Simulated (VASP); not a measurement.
# TeW (F-43m) in VASP: a series of runs

Aim: see how the results for TeW move with the level of theory and the settings. Levels: PBEsol, r2SCAN. Tasks: single point.

Program: VASP 6.6.1. These are calculated values, not measurements. Logs are shortened: lines on timing, memory, paths and dates and some standing lists are left out, and cuts for length are marked.

### Step 1. The cell of the first run

Symmetry: F-43m, No. 216, cubic system. The conventional cell has a = 6.059 Å, b = 6.059 Å, c = 6.059 Å, α = 90.00°, β = 90.00°, γ = 90.00°. Within 3.5 Å of W (site symmetry -43m) lie 4 Te at 2.62 Å. Te (site symmetry -43m) has 4 W at 2.62 Å within 3.5 Å.

### Step 2. Single point, PBEsol, collinear spin

Contents of INCAR:

```
SYSTEM = TeW
ALGO = Normal ; EDIFF = 1E-6
ENCUT = 520 ; GGA = PS
ISIF = 2 ; ISMEAR = 0
ISPIN = 2 ; LASPH = .TRUE.
LCHARG = .FALSE. ; LMAXMIX = 4
LORBIT = 11 ; LREAL = .FALSE.
LWAVE = .FALSE. ; MAGMOM = 0.75 0
NBANDS = 21 ; NELM = 150
PREC = Accurate ; SIGMA = 0.1
```

Contents of KPOINTS:

```
k-points
0
G
  6 6 6
  0 0 0
```

Contents of POSCAR:

```
TeW
1.0
    0.0000000000      3.0296978924      3.0296978924
    3.0296978924      0.0000000000      3.0296978924
    3.0296978924      3.0296978924      0.0000000000
W Te
1 1
Direct
    0.0000000000      0.0000000000      0.0000000000
    0.2500000000      0.2500000000      0.2500000000
```

Potentials or basis: VASP PAW PBE potentials, release 64 (W_sv, Te).

Launch:

```bash
> cat potpaw_PBE.64/W_sv/POTCAR potpaw_PBE.64/Te/POTCAR > POTCAR
> mpirun -np 1 vasp_std > vasp.out
```

OUTCAR:

```text
SYSTEM = TeW
   EDIFF = 1E-6
   ENCUT = 520
   GGA = PS
   ISIF = 2
   ISMEAR = 0
   ISPIN = 2
   LASPH = .TRUE.
   LORBIT = 11
   LREAL = .FALSE.
   NELM = 150
   PREC = Accurate

 ion  position               nearest neighbor table
   1  0.000  0.000  0.000-   2 2.62   2 2.62   2 2.62   2 2.62
   2  0.250  0.250  0.250-   1 2.62   1 2.62   1 2.62   1 2.62

  LATTYP: Found a face centered cubic cell.
 ALAT       =     6.0593957848

  Lattice vectors:

 A1 = (   0.0000000000,   3.0296978924,   3.0296978924)
 A2 = (   3.0296978924,   0.0000000000,   3.0296978924)
 A3 = (   3.0296978924,   3.0296978924,   0.0000000000)

Analysis of symmetry for initial positions (statically):
=====================================================================
 Subroutine PRICEL returns:
 Original cell was already a primitive cell.

 Routine SETGRP: Setting up the symmetry group for a
 face centered cubic supercell.

 Subroutine GETGRP returns: Found 24 space group operations
 (whereof 24 operations were pure point group operations)
 out of a pool of 48 trial point group operations.

The static configuration has the point symmetry T_d .

Analysis of symmetry for dynamics (positions and initial velocities):
=====================================================================
 Subroutine PRICEL returns:
 Original cell was already a primitive cell.

 Routine SETGRP: Setting up the symmetry group for a
 face centered cubic supercell.

 Subroutine GETGRP returns: Found 24 space group operations
 (whereof 24 operations were pure point group operations)
 out of a pool of 48 trial point group operations.

The dynamic configuration has the point symmetry T_d .

Analysis of structural, dynamic, and magnetic symmetry:
=====================================================================
 Subroutine PRICEL returns:
 Original cell was already a primitive cell.

 Routine SETGRP: Setting up the symmetry group for a
 face centered cubic supercell.

 Subroutine GETGRP returns: Found 24 space group operations
 (whereof 24 operations were pure point group operations)
 out of a pool of 48 trial point group operations.

The overall configuration has the point symmetry T_d .

 Subroutine INISYM returns: Found 24 space group operations
 (whereof 24 operations are pure point group operations),
 and found     1 'primitive' translations

[... 105 lines left out ...]
     AMIX_MAG =   1.60;   BMIX_MAG =  1.00
  volume/ion in A,a.u.               =      27.81       187.67
  Fermi-wavevector in a.u.,A,eV,Ry     =   1.164150  2.199924 18.439222  1.355245
  Thomas-Fermi vector in A             =   2.300691
   LORBIT       =     11    0 simple, 1 ext, 2 COOP (PROOUT), +10 PAW based schemes
   GGA     = PS    functional components
   LHFCALC =     F    Hartree Fock is set to
   AEXX    =    0.0000 exact exchange contribution
   IVDW    =     0    specifies the selected vdW correction
   LEPSILON=     F    determine dielectric tensor
   LRPA    =     F    only Hartree local field effects (RPA)
 spin polarized calculation
 Gauss-broadening in eV      SIGMA  =   0.10
  energy-cutoff  :      520.00
  volume of cell :       55.62
 maximum number of plane-waves:      1524
   NGX = 15   NGY = 15   NGZ = 15

 number of electron      19.9999999 magnetization       1.3968579

 Free energy of the ion-electron system (eV)
  ---------------------------------------------------
  ext. energy  EPLUGINS =         0.00000000
  ---------------------------------------------------
  free energy    TOTEN  =       -14.28319356 eV

  energy without entropy =      -14.26688551  energy(sigma->0) =      -14.27503954

 E-fermi :   6.4290     XC(G=0): -10.1293

 val. band max:        6.4193663826   @ k =   0.5000   0.0000   0.0000
 cond. band min:       6.4546488387   @ k =   0.5000   0.3333   0.0000
 fundamental gap:      0.0352824561
 Fermi energy:         6.4289531747

 spin component 1

 k-point     1 :       0.0000    0.0000    0.0000
  band No.  band energies     occupation
      1     -67.6087      1.00000
      2     -31.9516      1.00000
      3     -31.9516      1.00000
      4     -31.9516      1.00000
      5      -6.6575      1.00000
      6       2.1450      1.00000
[... 373 lines left out ...]
     20      19.0267      0.00000
     21      19.5406      0.00000
 Fermi energy:         6.4289531747

 spin component 2

 k-point     1 :       0.0000    0.0000    0.0000
  band No.  band energies     occupation
      1     -67.1385      1.00000
      2     -31.3179      1.00000
      3     -31.3179      1.00000
      4     -31.3179      1.00000
      5      -6.5418      1.00000
      6       2.4373      1.00000
[... 373 lines left out ...]
     20      19.3133      0.00000
     21      19.7482      0.00000

------------------------ aborting loop because EDIFF is reached ----------------------------------------

  FORCE on cell =-STRESS in cart. coord.  units (eV):
  Direction    XX          YY          ZZ          XY          YZ          ZX
  --------------------------------------------------------------------------------------
  -------------------------------------------------------------------------------------
  Total       -0.1241448     -0.1241448     -0.1241448     -0.0000000      0.0000000      0.0000000
  in kB       -3.5761122     -3.5761122     -3.5761122     -0.0000000      0.0000000      0.0000000
  external PRESSURE =      -3.5761122 kB  Pullay stress =       0.0000000 kB

 VOLUME and BASIS-vectors are now :
 -----------------------------------------------------------------------------
  energy-cutoff  :      520.00
  volume of cell :       55.62
      direct lattice vectors                 reciprocal lattice vectors
     0.000000000  3.029697892  3.029697892    -0.165032956  0.165032956  0.165032956
     3.029697892  0.000000000  3.029697892     0.165032956 -0.165032956  0.165032956
     3.029697892  3.029697892  0.000000000     0.165032956  0.165032956 -0.165032956

 POSITION                                       TOTAL-FORCE (eV/Angst)
 -----------------------------------------------------------------------------------
      0.00000      0.00000      0.00000        -0.000000     -0.000000     -0.000000
      1.51485      1.51485      1.51485         0.000000      0.000000      0.000000
 -----------------------------------------------------------------------------------
    total drift:                               -0.000000     -0.000000     -0.000000

  FREE ENERGIE OF THE ION-ELECTRON SYSTEM (eV)
  ---------------------------------------------------
  free  energy   TOTEN  =       -14.2831935603 eV

  energy  without entropy=      -14.2668855123  energy(sigma->0) =      -14.27503954

 total charge

# of ion       s       p       d       tot
------------------------------------------
    1        2.337   6.140   3.529  12.005
    2        1.323   2.067   0.143   3.533
--------------------------------------------------
tot          3.660   8.207   3.672  15.539

 magnetization (x)

# of ion       s       p       d       tot
------------------------------------------
    1        0.036   0.014   1.039   1.089
    2       -0.008  -0.043   0.029  -0.022
--------------------------------------------------
tot          0.028  -0.029   1.067   1.067
```

OSZICAR:

```text
N       E                     dE             d eps       ncg     rms          rms(c)
DAV:   1     0.146543582580E+03    0.14654E+03   -0.89603E+03  1344   0.882E+02
DAV:   2    -0.873067596101E+01   -0.15527E+03   -0.15006E+03  1534   0.267E+02
DAV:   3    -0.144640294998E+02   -0.57334E+01   -0.56483E+01  1627   0.482E+01
DAV:   4    -0.145415923475E+02   -0.77563E-01   -0.77527E-01  1521   0.606E+00
DAV:   5    -0.145433404728E+02   -0.17481E-02   -0.17481E-02  1618   0.884E-01    0.135E+01
DAV:   6    -0.142802567391E+02    0.26308E+00   -0.85702E-01  1484   0.608E+00    0.556E+00
DAV:   7    -0.142670809798E+02    0.13176E-01   -0.57147E-02  1469   0.141E+00    0.309E+00
DAV:   8    -0.142809575742E+02   -0.13877E-01   -0.31358E-02  1499   0.976E-01    0.139E+00
DAV:   9    -0.142830880580E+02   -0.21305E-02   -0.39964E-03  1559   0.356E-01    0.202E-01
DAV:  10    -0.142831381846E+02   -0.50127E-04   -0.38591E-04  1492   0.120E-01    0.116E-01
DAV:  11    -0.142831688633E+02   -0.30679E-04   -0.96697E-05  1557   0.775E-02    0.444E-02
DAV:  12    -0.142831914258E+02   -0.22563E-04   -0.20799E-05  1514   0.341E-02    0.153E-02
DAV:  13    -0.142831936992E+02   -0.22734E-05   -0.36006E-06  1509   0.105E-02    0.825E-03
DAV:  14    -0.142831935603E+02    0.13892E-06   -0.21458E-07   924   0.277E-03
   1 F= -.14283194E+02 E0= -.14275040E+02  d E =-.163080E-01  mag=     1.3968
```

Run time: 26 s. Hardware: 1 thread of AMD EPYC 7R13 (Zen 3), shared host; peak memory 0.18 GiB.

Results:

* Free energy: -14.2832 eV
* Pressure: -0.4 GPa
* Net moment: 1.40 μB per cell
* Site moments: W +1.09; Te -0.02 μB
* Valence electrons inside the program's atomic spheres: W 12.01; Te 3.53

Levels at points of the mesh, in eV from the Fermi level:
Spin up:
```csv
k point,band 7,band 8,band 9,band 10,band 11,band 12,band 13,band 14,band 15,band 16
"(0.00, 0.00, 0.00)",-4.28,-4.28,-0.87,-0.87,1.36,4.47,4.47,4.47,5.76,5.76
"(0.50, 0.00, 0.00)",-3.99,-3.99,-0.60,-0.60,-0.56,2.03,2.03,3.09,7.67,7.67
"(0.50, 0.50, 0.00)",-3.40,-3.40,-1.56,-1.00,-0.33,0.40,0.40,5.61,5.77,9.82
```
Spin down:
| k point | band 5 | band 6 | band 7 | band 8 | band 9 | band 10 | band 11 | band 12 | band 13 | band 14 |
| --- | --- | --- | --- | --- | --- | --- | --- | --- | --- | --- |
| (0.00, 0.00, 0.00) | -12.97 | -3.99 | -3.99 | -3.99 | 0.14 | 0.14 | 1.63 | 4.77 | 4.77 | 4.77 |
| (0.50, 0.00, 0.00) | -12.10 | -5.43 | -3.67 | -3.67 | -0.01 | 0.35 | 0.35 | 2.43 | 2.43 | 3.41 |
| (0.50, 0.50, 0.00) | -11.79 | -5.74 | -3.19 | -3.19 | -1.15 | -0.15 | 0.77 | 0.93 | 0.93 | 6.00 |

Caveat: the PAW data sets were made with another functional, which shifts forces and pressure a little; spin-orbit coupling is left out, which moves the levels of the heavy elements.

[end of part 1 of 2]
